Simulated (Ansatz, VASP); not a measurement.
SnTe: VASP beside Ansatz

```
Sn Te
1.0
     3.88713    0.00000    0.00000
     0.00000    3.88713    0.00000
     0.00000    0.00000    3.88713
Sn Te
1 1
Cartesian
  0.0000 0.0000 0.0000
  1.9436 1.9436 1.9436
```

Alike in both runs: functional PBE; k mesh 14 × 14 × 14; occupations gaussian, width 0.1 eV; no spin polarisation.

Ansatz relaxed the structure, and its values are those at the end. VASP's run is a single point on that final structure, the one shown.

|  | VASP | Ansatz |
| --- | --- | --- |
| version | VASP 6.6.1 | Ansatz 0.2.0 |
| potentials or method | VASP PAW PBE potentials, release 64 (Sn_d, Te), cutoff 520 eV | scalar-relativistic, plane waves, PAW |
| valence electrons in the cell | 20 | 30 |

```csv
,VASP,Ansatz,Ansatz less VASP
gap on the k mesh at the Fermi level (eV),none,none,-
pressure (GPa),0.0,0.0,+0.04
```

A gap of «none» marks a metal or a gap that the smearing closes. The functional is the same, so the differences come from potentials, cutoffs and numerics. VASP's potentials hold 20 valence electrons a cell and Ansatz's 30, so a difference there can come from the potentials and not from the codes.

Neither program's run includes spin-orbit coupling.
